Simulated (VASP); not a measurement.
The system is SiO2.

```xyz
30
Lattice="5.1427 -5.9970 0.0000 5.1427 5.9970 0.0000 0.0000 0.0000 10.0661" Properties=species:S:1:pos:R:3 pbc="T T T"
Si    6.2342   -2.5782    3.5128
Si    4.0512   -2.5782    1.5203
Si    6.2342    2.5782    1.5203
Si    4.0512    2.5782    3.5128
Si    4.0512    2.5782    6.5533
Si    6.2342    2.5782    8.5458
Si    4.0512   -2.5782    8.5458
Si    6.2342   -2.5782    6.5533
Si    5.1427    0.0000    2.5165
Si    5.1427    0.0000    7.5496
O     6.0688   -0.9642    3.4293
O     4.2167   -0.9642    1.6038
O     6.0688    0.9642    1.6038
O     4.2167    0.9642    3.4293
O     4.2167    0.9642    6.6369
O     6.0688    0.9642    8.4623
O     4.2167   -0.9642    8.4623
O     6.0688   -0.9642    6.6369
O     5.9881   -3.0658    5.0331
O     4.2974   -3.0658    0.0000
O     5.9881    3.0658    0.0000
O     4.2974    3.0658    5.0331
O     5.1427   -3.2452    2.5165
O     5.1427    3.2452    2.5165
O     5.1427    3.2452    7.5496
O     5.1427   -3.2452    7.5496
O     2.5714    2.9985    3.0409
O     2.5714   -2.9985    1.9922
O     2.5714    2.9985    7.0252
O     2.5714   -2.9985    8.0740
```

Base run:

| Quantity | Value |
| --- | --- |
| Program | VASP 6.6.1 |
| Functional | RPBE |
| Potentials or basis | VASP PAW PBE potentials, release 64 (Si, O) |
| Cutoff | 520 eV |
| k mesh | 3 × 3 × 3 |
| Occupations | fermi-dirac, width 0.02 eV |
| Spin | no spin polarisation |

Its results: band gap on the k mesh 5.75 eV; pressure 4.7 GPa; largest force 0.669 eV/Å.

Problem. The run is repeated on the same cell with these changes: functional from RPBE to r2SCAN. What comes out?

Solution. Band gap on the k mesh 6.60 eV; pressure 0.2 GPa; largest force 0.030 eV/Å.

Caveats: the PAW data sets were made with another functional, which shifts forces and pressure a little; the cell stands under pressure (at least some runs).

A k mesh can miss the band edges.
